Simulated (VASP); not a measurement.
**Pt: relaxation of cell and atoms with LDA**

Pt:

```
CELL_PARAMETERS angstrom
0.00000 1.94681 1.94681
1.94681 0.00000 1.94681
1.94681 1.94681 0.00000
ATOMIC_POSITIONS crystal
Pt 0.00000 0.00000 0.00000
```

```json
{"Program": "VASP 6.6.1", "Task": "relaxation of cell and atoms", "Functional": "LDA", "Potentials or basis": "VASP PAW LDA potentials, release 64 (Pt)", "Cutoff": "600 eV", "k mesh": "26 × 26 × 26", "Occupations": "fermi-dirac, width 0.15 eV", "Spin": "no spin polarisation", "Dipole correction": "no", "Further INCAR settings": "ALGO = Normal; EDIFF = 1e-06; IBRION = 2; EDIFFG = -0.001; NSW = 80; ISIF = 3"}
```

| Quantity | Value |
| --- | --- |
| Relaxed volume | 14.84 Å³/atom |
| Relaxed cell | a = 2.758 Å, b = 2.758 Å, c = 2.758 Å, α = 60.00°, β = 60.00°, γ = 60.00° |
| Space group after relaxing (to 0.05 Å) | Fm-3m (No. 225) |
| Energy gained by relaxing | 0.4 meV/atom |
| Ionic steps | 3 |
| Pressure after relaxing | 0.0 GPa |
| Band gap on the k mesh | zero (band 5 reaches 11.97 eV, above the bottom of band 6 at 9.67 eV) |

Step by step:
```
step  energy change (eV)  largest force (eV/Å)  pressure (GPa)  volume (Å³)
   1              0.0000                0.0000            1.70        14.76
   2              0.0036                0.0000           -4.94        15.09
   3             -0.0004                0.0000            0.00        14.84
```

Final structure:
```yaml
crystal:
  lattice:
    - [0.00000, 1.95042, 1.95042]
    - [1.95042, 0.00000, 1.95042]
    - [1.95042, 1.95042, 0.00000]
  atoms:
    - { symbol: Pt, position: [0.00000, 0.00000, 0.00000] }
```

Levels at points of the mesh, in eV from the Fermi level:
| k point | band 3 | band 4 | band 5 | band 6 | band 7 | band 8 |
| --- | --- | --- | --- | --- | --- | --- |
| (0.00, 0.00, 0.00) | -3.94 | -3.94 | -1.69 | -1.69 | 14.55 | 19.56 |
| (0.50, 0.00, 0.00) | -4.00 | -0.57 | 0.03 | 0.03 | 5.93 | 14.12 |
| (0.50, 0.50, 0.00) | 0.01 | 0.49 | 0.49 | 1.71 | 9.02 | 11.36 |

It took 100 s on 1 thread of AMD EPYC 7R13 Processor (Zen 3) (shared host), peak memory 0.19 GiB.

Caveat: spin-orbit coupling is left out, which moves the levels of the heavy elements.
